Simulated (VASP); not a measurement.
# Ti (Fm-3m) in VASP: a series of runs

Aim: see how the results for Ti move with the level of theory and the settings. Levels: r2SCAN, b88 exchange, pbe correlation. Tasks: single point.

Program: VASP 6.6.1. These are calculated values, not measurements. Logs are shortened: lines on timing, memory, paths and dates and some standing lists are left out, and cuts for length are marked.

## 1. The cell of the first run

It takes space group Fm-3m (No. 225, cubic). Conventional cell: a = 4.140 Å, b = 4.140 Å, c = 4.140 Å, α = 90.00°, β = 90.00°, γ = 90.00°. Ti (site symmetry m-3m) has 12 Ti at 2.93 Å within 3.9 Å.

This isn't the form of Ti at room conditions, which is hcp.

## 2. Single point, r2SCAN

POSCAR reads:

```
Ti
1.0
    0.0000000000      2.0698140295      2.0698140295
    2.0698140295      0.0000000000      2.0698140295
    2.0698140295      2.0698140295      0.0000000000
Ti
1
Direct
    0.0000000000      0.0000000000      0.0000000000
```

INCAR.step1 reads:

```
SYSTEM = Ti
  PREC = Accurate
  ENCUT = 520
  ISMEAR = -1
  SIGMA = 0.05
  LREAL = .FALSE.
  LASPH = .TRUE.
  NELM = 60
  NBANDS = 12
  GGA = PE
  ALGO = Normal
  EDIFF = 1E-4
  LWAVE = .TRUE.
  LCHARG = .FALSE.
```

INCAR.step2 reads:

```
SYSTEM = Ti
  PREC = Accurate
  ENCUT = 520
  EDIFF = 1E-7
  ISMEAR = -1
  SIGMA = 0.05
  LREAL = .FALSE.
  LASPH = .TRUE.
  NELM = 60
  ALGO = Normal
  ISIF = 2
  LWAVE = .FALSE.
  LCHARG = .FALSE.
  METAGGA = R2SCAN
  LMIXTAU = .TRUE.
  NBANDS = 12
  ISTART = 1
```

KPOINTS reads:

```
regular mesh
0
G
  11 11 11
  0 0 0
```

Potentials or basis: VASP PAW PBE potentials, release 64 (Ti_sv).

The run is started by

```console
$ cat potpaw_PBE.64/Ti_sv/POTCAR > POTCAR
$ cp INCAR.step1 INCAR
$ mpirun -np 1 vasp_std > vasp.out
$ cp INCAR.step2 INCAR
$ mpirun -np 1 vasp_std > vasp.out
```

OUTCAR:

```text
SYSTEM = Ti
   PREC = Accurate
   ENCUT = 520
   EDIFF = 1E-7
   ISMEAR = -1
   LREAL = .FALSE.
   LASPH = .TRUE.
   NELM = 60
   ISIF = 2
   METAGGA = R2SCAN
   ISTART = 1

 ion  position               nearest neighbor table
   1  0.000  0.000  0.000-

  LATTYP: Found a face centered cubic cell.
 ALAT       =     4.1396280590

  Lattice vectors:

 A1 = (   0.0000000000,   2.0698140295,   2.0698140295)
 A2 = (   2.0698140295,   0.0000000000,   2.0698140295)
 A3 = (   2.0698140295,   2.0698140295,   0.0000000000)

Analysis of symmetry for initial positions (statically):
=====================================================================
 Subroutine PRICEL returns:
 Original cell was already a primitive cell.

 Routine SETGRP: Setting up the symmetry group for a
 face centered cubic supercell.

 Subroutine GETGRP returns: Found 48 space group operations
 (whereof 48 operations were pure point group operations)
 out of a pool of 48 trial point group operations.

The static configuration has the point symmetry O_h .

Analysis of symmetry for dynamics (positions and initial velocities):
=====================================================================
 Subroutine PRICEL returns:
 Original cell was already a primitive cell.

 Routine SETGRP: Setting up the symmetry group for a
 face centered cubic supercell.

 Subroutine GETGRP returns: Found 48 space group operations
 (whereof 48 operations were pure point group operations)
 out of a pool of 48 trial point group operations.

The dynamic configuration has the point symmetry O_h .

 Subroutine INISYM returns: Found 48 space group operations
 (whereof 48 operations are pure point group operations),
 and found     1 'primitive' translations

----------------------------------------------------------------------------------------

                                     Primitive cell

  volume of cell :      17.7347

  direct lattice vectors                    reciprocal lattice vectors
     0.000000000  2.069814029  2.069814029    -0.241567596  0.241567596  0.241567596
     2.069814029  0.000000000  2.069814029     0.241567596 -0.241567596  0.241567596
     2.069814029  2.069814029  0.000000000     0.241567596  0.241567596 -0.241567596

  length of vectors
     2.927159072  2.927159072  2.927159072     0.418407350  0.418407350  0.418407350

  position of ions in fractional coordinates (direct lattice)
     0.000000000  0.000000000  0.000000000

  ion indices of the primitive-cell ions
   primitive index   ion index
                 1           1

----------------------------------------------------------------------------------------

 KPOINTS: regular mesh

Automatic generation of k-mesh.
 Grid dimensions read from file:
 generate k-points for:   11   11   11

 Generating k-lattice:

  Cartesian coordinates                     Fractional coordinates (reciprocal lattice)
    -0.021960691  0.021960691  0.021960691     0.090909091  0.000000000  0.000000000
     0.021960691 -0.021960691  0.021960691     0.000000000  0.090909091  0.000000000
     0.021960691  0.021960691 -0.021960691     0.000000000  0.000000000  0.090909091

  Length of vectors
     0.038037032  0.038037032  0.038037032

  Shift w.r.t. Gamma in fractional coordinates (k-lattice)
     0.000000000  0.000000000  0.000000000

 Subroutine IBZKPT returns following result:
 ===========================================

 Found     56 irreducible k-points:

 Following reciprocal coordinates:
            Coordinates               Weight
  0.000000  0.000000  0.000000      1.000000
  0.090909  0.000000  0.000000      8.000000
  0.181818  0.000000  0.000000      8.000000
  0.272727  0.000000  0.000000      8.000000
  0.363636  0.000000  0.000000      8.000000
  0.454545  0.000000  0.000000      8.000000
[... 16 lines left out ...]
 -0.272727  0.181818  0.000000     24.000000
 -0.181818  0.181818  0.000000     12.000000
 [... further k-points ...]
   k-points           NKPTS =     56   k-points in BZ     NKDIM =     56   number of bands    NBANDS=     12
   number of dos      NEDOS =    301   number of ions     NIONS =      1
   total plane-waves  NPLWV =  13824
   dimension x,y,z NGX =    24 NGY =   24 NGZ =   24
   dimension x,y,z NGXF=    48 NGYF=   48 NGZF=   48
   ions per type =               1
   NGX,Y,Z   is equivalent  to a cutoff of  13.63, 13.63, 13.63 a.u.
   NGXF,Y,Z  is equivalent  to a cutoff of  27.26, 27.26, 27.26 a.u.
 SYSTEM =  Ti
   PREC   = accura    normal or accurate (medium, high low for compatibility)
   ISTART =      1    job   : 0-new  1-cont  2-samecut
   ICHARG =      0    charge: 1-file 2-atom 10-const
   ISPIN  =      1    spin polarized calculation?
   LNONCOLLINEAR =      F non collinear calculations
   LSORBIT =      F    spin-orbit coupling
   LASPH  =      T    aspherical Exc in radial PAW
   ENCUT  =  520.0 eV  38.22 Ry    6.18 a.u.   5.44  5.44  5.44*2*pi/ulx,y,z
   NELM   =     60;   NELMIN=  2; NELMDL=  0     # of ELM steps
   EDIFF  = 0.1E-06   stopping-criterion for ELM
   LREAL  =      F    real-space projection
   EDIFFG = 0.1E-05   stopping-criterion for IOM
   NSW    =      0    number of steps for IOM
   IBRION =     -1    ionic relax: 0-MD 1-quasi-New 2-CG
   NFREE  =      0    steps in history (QN), initial steepest desc. (CG)
   ISIF   =      2    stress and relaxation
   ISYM   =      2    0-nonsym 1-usesym 2-fastsym
   POTIM  = 0.5000    time-step for ionic-motion
   TEBEG  =    0.0;   TEEND  =   0.0 temperature during run
   PSTRESS=    0.0 pullay stress
   NELECT =      12.0000    total number of electrons
   NUPDOWN=      -1.0000    fix difference up-down
   EMIN   =  10.00;   EMAX   =-10.00  energy-range for DOS
   EFERMI =   0.00;   METHOD = LEGACY
   ISMEAR =    -1;   SIGMA  =   0.05  broadening in eV -4-tet -1-fermi 0-gaus
   EFERMI_NEDOS =   21; number of points for ismear=-14 and -15
   IALGO  =     38    algorithm
   IMIX   =      4    mixing-type and parameters
     AMIX     =   0.40;   BMIX     =  1.00
     AMIX_MAG =   1.60;   BMIX_MAG =  1.00
  volume/ion in A,a.u.               =      17.73       119.68
  Fermi-wavevector in a.u.,A,eV,Ry     =   1.437233  2.715977 28.104730  2.065639
  Thomas-Fermi vector in A             =   2.556334
   LORBIT       =      0    0 simple, 1 ext, 2 COOP (PROOUT), +10 PAW based schemes
   METAGGA = R2SCAN    functional components
   LHFCALC =     F    Hartree Fock is set to
   AEXX    =    0.0000 exact exchange contribution
   IVDW    =     0    specifies the selected vdW correction
   LEPSILON=     F    determine dielectric tensor
   LRPA    =     F    only Hartree local field effects (RPA)
 non-spin polarized calculation
  energy-cutoff  :      520.00
  volume of cell :       17.73
 maximum number of plane-waves:       531
 NGX is ok and might be reduce to    24
   NGX = 11   NGY = 11   NGZ = 11

 number of electron      11.9999999 magnetization

 Free energy of the ion-electron system (eV)
  ---------------------------------------------------
  ext. energy  EPLUGINS =         0.00000000
  ---------------------------------------------------
  free energy    TOTEN  =       -12.88503749 eV

  energy without entropy =      -12.87182341  energy(sigma->0) =      -12.87843045

 E-fermi :   7.9977     XC(G=0): -12.3060

 val. band max:        7.9893026362   @ k =   0.2727   0.0909   0.0000
 cond. band min:       8.0254647526   @ k =   0.2727   0.1818   0.0909
 fundamental gap:      0.0361621164
 Fermi energy:         7.9976518027

 k-point     1 :       0.0000    0.0000    0.0000
  band No.  band energies     occupation
      1     -51.0799      2.00000
      2     -25.9058      2.00000
      3     -25.9057      2.00000
      4     -25.9057      2.00000
      5       1.5859      2.00000
      6       8.9938      0.00000
      7       8.9938      0.00000
      8       8.9938      0.00000
      9      10.7504      0.00000
     10      10.7504      0.00000
     11      23.6792      0.00000
     12      28.4599      0.00000

 k-point     2 :       0.0909    0.0000    0.0000
  band No.  band energies     occupation
      1     -51.0705      2.00000
      2     -25.9591      2.00000
      3     -25.9123      2.00000
      4     -25.9123      2.00000
      5       1.8569      2.00000
      6       8.8226      0.00000
      7       9.0871      0.00000
      8       9.0872      0.00000
      9      10.6909      0.00000
     10      10.6910      0.00000
     11      23.8483      0.00000
     12      26.5900      0.00000

 k-point     3 :       0.1818    0.0000    0.0000
  band No.  band energies     occupation
      1     -51.0456      2.00000
      2     -26.1008      2.00000
      3     -25.9301      2.00000
      4     -25.9300      2.00000
      5       2.6213      2.00000
      6       8.4189      0.00044
      7       9.2607      0.00000
      8       9.2607      0.00000
      9      10.6392      0.00000
     10      10.6392      0.00000
     11      23.0941      0.00000
     12      24.8253      0.00000
[... 286 lines left out ...]
 k-point    23 :      -0.2727    0.1818    0.0000
  band No.  band energies     occupation
      1     -50.9737      2.00000
      2     -26.3726      2.00000
      3     -26.1095      2.00000
      4     -25.9742      2.00000
      5       5.1965      2.00000
      6       7.6885      1.99588
      7       8.4909      0.00010
      8       9.6821      0.00000
      9      10.5348      0.00000
     10      12.3329      0.00000
     11      19.3991      0.00000
     12      21.7045      0.00000

 k-point    24 :      -0.1818    0.1818    0.0000
  band No.  band energies     occupation
      1     -51.0017      2.00000
      2     -26.2657      2.00000
      3     -26.0531      2.00000
      4     -25.9470      2.00000
      5       4.1181      2.00000
      6       7.8573      1.88601
      7       8.9314      0.00000
      8       9.8844      0.00000
      9       9.9698      0.00000
     10      11.6381      0.00000
     11      21.8052      0.00000
     12      22.1460      0.00000

 [... further k-points ...]

------------------------ aborting loop because EDIFF is reached ----------------------------------------

  FORCE on cell =-STRESS in cart. coord.  units (eV):
  Direction    XX          YY          ZZ          XY          YZ          ZX
  --------------------------------------------------------------------------------------
  -------------------------------------------------------------------------------------
  Total       -0.2158321     -0.2158321     -0.2158321      0.0000000      0.0000000      0.0000000
  in kB      -19.4985681    -19.4985681    -19.4985681      0.0000000      0.0000000      0.0000000
  external PRESSURE =     -19.4985681 kB  Pullay stress =       0.0000000 kB

 VOLUME and BASIS-vectors are now :
 -----------------------------------------------------------------------------
  energy-cutoff  :      520.00
  volume of cell :       17.73
      direct lattice vectors                 reciprocal lattice vectors
     0.000000000  2.069814029  2.069814029    -0.241567596  0.241567596  0.241567596
     2.069814029  0.000000000  2.069814029     0.241567596 -0.241567596  0.241567596
     2.069814029  2.069814029  0.000000000     0.241567596  0.241567596 -0.241567596

 POSITION                                       TOTAL-FORCE (eV/Angst)
 -----------------------------------------------------------------------------------
      0.00000      0.00000      0.00000         0.000000      0.000000      0.000000
 -----------------------------------------------------------------------------------
    total drift:                               -0.000000     -0.000000     -0.000000

  FREE ENERGIE OF THE ION-ELECTRON SYSTEM (eV)
  ---------------------------------------------------
  free  energy   TOTEN  =       -12.8850374891 eV

  energy  without entropy=      -12.8718234123  energy(sigma->0) =      -12.87843045
```

It took 41 s on 1 thread of AMD EPYC 9R45 (Zen 5), shared host; peak memory 0.12 GiB.

Results:

| Quantity | Value |
| --- | --- |
| Free energy | -12.8850 eV |
| Pressure | -1.9 GPa |
| Band gap on the k mesh | zero (bands 6 and 7 overlap by 1.22 eV) |

Levels at points of the mesh, in eV from the Fermi level:
```tsv
k point	band 2	band 3	band 4	band 5	band 6	band 7	band 8	band 9	band 10	band 11
(0.00, 0.00, 0.00)	-33.90	-33.90	-33.90	-6.41	1.00	1.00	1.00	2.75	2.75	15.68
```

Caveat: the PAW data sets were made with another functional, which shifts forces and pressure a little.

## 3. Single point, b88 exchange, pbe correlation

This run uses another cell than the first one, of 16.73 Å³/atom.

INCAR reads:

```
PREC = Accurate
ENCUT = 500
EDIFF = 1E-6
ISMEAR = -1
SIGMA = 0.15
LREAL = False
LASPH = True
NELM = 120
ALGO = Normal
ISIF = 2
LWAVE = False
LCHARG = True
GGA = LIBXC
LIBXC1 = GGA_X_B88
LIBXC2 = GGA_C_PBE
LELF = True
LVHAR = True
NBANDS = 12
GGA_COMPAT = False
```

KPOINTS reads:

```
Automatic mesh
0
Gamma
  11 11 11
```

POSCAR reads:

```
Ti
1.0
    0.0000000000      2.0300000000      2.0300000000
    2.0300000000      0.0000000000      2.0300000000
    2.0300000000      2.0300000000      0.0000000000
Ti
1
Direct
    0.0000000000      0.0000000000      0.0000000000
```

Potentials or basis: VASP PAW PBE potentials, release 64 (Ti_sv).

The run is started by

```console
$ cat potpaw_PBE.64/Ti_sv/POTCAR > POTCAR
$ mpirun -np 1 vasp_std > vasp.out
```

Wall time 5.5 s (1 thread of Intel Xeon 6975P-C (Granite Rapids), shared host); peak memory 0.13 GiB.

The run converged. Its results:

| Quantity | Value |
| --- | --- |
| Free energy | -7.7246 eV |
| Pressure | 4.3 GPa |
| Band gap on the k mesh | zero (bands 6 and 7 overlap by 1.18 eV) |

Levels at points of the mesh, in eV from the Fermi level:
| k point | band 3 | band 4 | band 5 | band 6 | band 7 | band 8 | band 9 | band 10 |
| --- | --- | --- | --- | --- | --- | --- | --- | --- |
| (0.00, 0.00, 0.00) | -32.46 | -32.46 | -6.16 | 0.89 | 0.89 | 0.89 | 2.61 | 2.61 |

Caveat: the cell stands under pressure; the PAW data sets were made with another functional, which shifts forces and pressure a little.
